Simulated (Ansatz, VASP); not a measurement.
# Two plane-wave programs on CdO

```
Cd O
1.0
     0.00000    2.36099    2.36099
     2.36099    0.00000    2.36099
     2.36099    2.36099    0.00000
Cd O
1 1
Direct
  0.00000 0.00000 0.00000
  0.50000 0.50000 0.50000
```

Alike in both runs: task single point; functional LDA; k mesh 6 × 6 × 6; occupations gaussian, width 0.1 eV; no spin polarisation.

```csv
,VASP,Ansatz
version,VASP 6.6.1,Ansatz 0.2.0
potentials or method,"VASP PAW LDA potentials, release 64 (Cd, O), cutoff 600 eV","scalar-relativistic, plane waves, PAW"
valence electrons in the cell,18,26
```

VASP gave:

* gap on the k mesh at the Fermi level (eV): none
* pressure (GPa): -6.5

Problem. Which values does Ansatz return?

Solution. gap on the k mesh at the Fermi level (eV): none; pressure (GPa): -8.0.

LDA's correlation is that of Perdew and Zunger in VASP and of Perdew and Wang (1992) in Ansatz. A gap of «none» marks a metal or a gap that the smearing closes. VASP's potentials hold 18 valence electrons a cell and Ansatz's 26, so a difference there can come from the potentials and not from the codes.

The k mesh is coarse, so the values compare programs but aren't converged.
